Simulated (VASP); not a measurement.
Wanted: the native input for a VASP 6.6.1 run.

```
Task                   : single point
Functional             : LDA
Potentials or basis    : VASP PAW LDA potentials, release 64 (C)
Cutoff                 : 520 eV
k mesh                 : 8 × 8 × 8
Occupations            : gaussian, width 0.05 eV
Spin                   : no spin polarisation
Dipole correction      : no
Further INCAR settings : ALGO = Normal; EDIFF = 1e-06; NBANDS = 26
```

The structure of C lies in POSCAR:

```
C
1.0
   -2.4103983070      2.4103983070      2.4103983070
    2.4103983070     -2.4103983070      2.4103983070
    2.4103983070      2.4103983070     -2.4103983070
C
8
Direct
    0.3474728485      0.0220017615      0.0440035229
    0.6745289130      0.6745289130      0.6745289130
    0.0000000000      0.3254710870      0.0000000000
    0.0000000000      0.0000000000      0.3254710870
    0.0000000000      0.6745289130      0.0000000000
    0.3254710870      0.3254710870      0.3254710870
    0.6745289130      0.0000000000      0.0000000000
    0.0000000000      0.0000000000      0.6745289130
```

This cell differs from its parent crystal: atom 1 (C) moved +0.150 Å along Cartesian [1 1 0].

The input as run:

INCAR

```
SYSTEM = C
ALGO = Normal
EDIFF = 1E-6
ENCUT = 520
GGA = CA
ISIF = 2
ISMEAR = 0
LASPH = .TRUE.
LCHARG = .FALSE.
LREAL = .FALSE.
LWAVE = .FALSE.
NBANDS = 26
NELM = 100
PREC = Accurate
SIGMA = 0.05
```

KPOINTS

```
k-points
0
G
  8 8 8
  0 0 0
```

Potentials or basis: VASP PAW LDA potentials, release 64 (C).

Launch:

```console
$ cat potpaw_LDA.64/C/POTCAR > POTCAR
$ mpirun -np 1 vasp_std > vasp.out
```

It gave:

```yaml
Pressure: 2.1 GPa
Largest_force: 4.998 eV/Å
Band_gap_on_the_k_mesh: 2.27 eV (least direct gap 3.28 eV)
```

Caveat: the cell differs from its parent crystal (atom 1 (C) moved +0.150 Å along Cartesian [1 1 0]); the stress differs along the axes, from -5 to 10 GPa; forces of over 1 eV/Å act on the atoms, so gaps and moduli don't describe the material at rest.

Wall time 2 min on 1 thread of Intel(R) Xeon(R) 6975P-C (Granite Rapids) (shared host), peak memory 0.33 GiB.
